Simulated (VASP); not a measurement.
Set up this calculation in VASP 6.6.1, as the native input.

```
Task                   : single point
Functional             : PBE
Dispersion             : D3(BJ)
Potentials or basis    : VASP PAW PBE potentials, release 64 (N, S, O)
Cutoff                 : 520 eV
k mesh                 : 1 × 1 × 1
Occupations            : fermi-dirac, width 0.02 eV
Spin                   : no spin polarisation
Dipole correction      : no
Further INCAR settings : LREAL = Auto; ALGO = Normal; EDIFF = 1e-07; NBANDS = 88
```

The structure of SN2O2 lies in POSCAR:

```
SN2O2
1.0
    9.5023080000      0.0000000000      0.0000000000
    0.0000000000      9.5023080000      0.0000000000
    0.0000000000      0.0000000000      9.5023080000
N S O
10 5 10
Direct
   -0.0189427663      0.1334623125      0.2904767978
    0.0129126524      0.2434250710      0.3146183012
    0.3227005481      0.7890504075      0.5443730092
    0.2100016122      0.7729701037      0.5206103612
    0.5231992059      0.7387994580      0.9918432448
    0.4858503850      0.6846862888      0.8956455632
    0.6351720024      0.1633287408      0.4204452224
    0.5480984199      0.2386893795      0.4309900289
    0.9422868634      0.0915567039      0.7511753987
    0.9445389478      0.0832429342      0.8659369913
    0.9967157453      0.7987848847      0.1498162341
    0.6036428202      0.2509495588      0.9296583525
    0.6430753455      0.7134477224      0.4007973642
    0.2498024690      0.3804023191      0.6908426879
    0.2920448379      0.4648975807      0.2338379265
    0.8926252443      0.6968938494      0.1925111247
    1.0134695697      0.8131603396     -0.0091661941
    0.5143171533      0.2600420866      0.8039941454
    0.5809956907      0.1384400506      1.0262769845
    0.5777017541      0.5829110149      0.3478944273
    0.7444086216      0.7019136824      0.5134752525
    0.1721897459      0.4177616638      0.8178434124
    0.2181996206      0.2561377720      0.6100517895
    0.2646514931      0.6095571728      0.1878070044
    0.3671318589      0.3676264756      0.1465643926
```

These files were run (other wordings do the same):

INCAR

```
SYSTEM = SN2O2
ALGO     = Normal         ! electronic algorithm
EDIFF    = 1E-7           ! SCF threshold, eV
ENCUT    = 520            ! plane-wave cutoff, eV
GGA      = PE             ! functional
ISIF     = 2              ! what is computed and relaxed
ISMEAR   = -1             ! smearing method
IVDW     = 12             ! dispersion correction
LASPH    = .True.         ! aspherical terms in the spheres
LCHARG   = .True.         ! write CHGCAR
LELF     = .True.         ! ELF
LREAL    = Auto         
LVHAR    = .True.       
LWAVE    = .False.        ! write WAVECAR
NBANDS   = 88             ! bands
NELM     = 100            ! most SCF steps
PREC     = Accurate       ! precision mode
SIGMA    = 0.02           ! smearing width, eV
```

KPOINTS

```
k-points
0
Gamma
  1 1 1
  0 0 0
```

Potentials or basis: VASP PAW PBE potentials, release 64 (N, S, O).

Command:

```sh
$ cat potpaw_PBE.64/N/POTCAR potpaw_PBE.64/S/POTCAR potpaw_PBE.64/O/POTCAR > POTCAR
$ mpirun -np 1 vasp_gam > vasp.out
```

Results of the run:

* Pressure: -0.1 GPa
* Largest force: 3.984 eV/Å
* Band gap on the k mesh: 2.93 eV
* Dispersion energy per atom: -0.043 eV

Caveat: the k points lie up to 0.66 Å⁻¹ apart; the standard files for N, O and F lose accuracy on very short bonds.

Run time: 110 s on 1 thread of Intel(R) Xeon(R) Platinum 8488C (Sapphire Rapids), with other jobs on the host, peak memory 0.72 GiB.
